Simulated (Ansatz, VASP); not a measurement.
## One calculation of SnTe, two programs

Contents of INCAR:

```
  PREC = Accurate
  ENCUT = 520
  EDIFF = 1E-6
  ISMEAR = -1
  SIGMA = 0.02
  LREAL = False
  LASPH = True
  NELM = 60
  ALGO = Normal
  ISIF = 2
  LWAVE = False
  LCHARG = False
  GGA = PE
  NBANDS = 17
```

KPOINTS

```
regular mesh
0
Gamma
  8 8 8
```

File POSCAR:

```
SnTe
1.0
    0.0000000000      3.1095970760      3.1095970760
    3.1095970760      0.0000000000      3.1095970760
    3.1095970760      3.1095970760      0.0000000000
Sn Te
1 1
Direct
    0.0000000000      0.0000000000      0.0000000000
    0.5000000000      0.5000000000      0.5000000000
```

Input for Ansatz:

```yaml
crystal:
  lattice:
    - [0.0, 3.109597076, 3.109597076]
    - [3.109597076, 0.0, 3.109597076]
    - [3.109597076, 3.109597076, 0.0]
  atoms:
    - { symbol: Sn, position: [0.0, 0.0, 0.0] }
    - { symbol: Te, position: [0.5, 0.5, 0.5] }
kpoints:
  mp_grid: { grid: [8, 8, 8] }
  band_path:
    path:
      - [0.0, 0.0, 0.0]
      - [0.5, 0.0, 0.5]
      - [0.625, 0.25, 0.625]
      - [0.375, 0.375, 0.75]
      - [0.5, 0.5, 0.5]
      - [0.5, 0.25, 0.75]
      - [-0.018229, -0.016357, 0.492188]
      - [-0.019857, -0.011475, 0.49056]
    npoints: 1
hamiltonian:
  xc: pbe
scf:
  occupations: { method: fermi_dirac, width: 0.02 }
  n_extra_bands: 4
output:
  forces: true
  stress: true
  eigenvalues: true
  write_density: true
  write_potential: true
  elf: true
  volumetric_format: npy
```

Change from the starting cell: hydrostatic strain -2.5%.

Alike in both runs: task single point; functional PBE; k mesh 8 × 8 × 8; occupations fermi-dirac, width 0.02 eV; no spin polarisation.

```csv
,VASP,Ansatz
version,VASP 6.6.1,Ansatz 0.2.0
potentials or method,"VASP PAW PBE potentials, release 64 (Sn_d, Te)","plane waves, PAW"
plane-wave cutoff (eV),520,420
valence electrons in the cell,20,30
```

```csv
,VASP,Ansatz,Ansatz less VASP
pressure (GPa),4.5,4.5,+0.02
```

VASP's potentials hold 20 valence electrons a cell and Ansatz's 30, so a difference there can come from the potentials and not from the codes.

Spin-orbit coupling is off throughout.
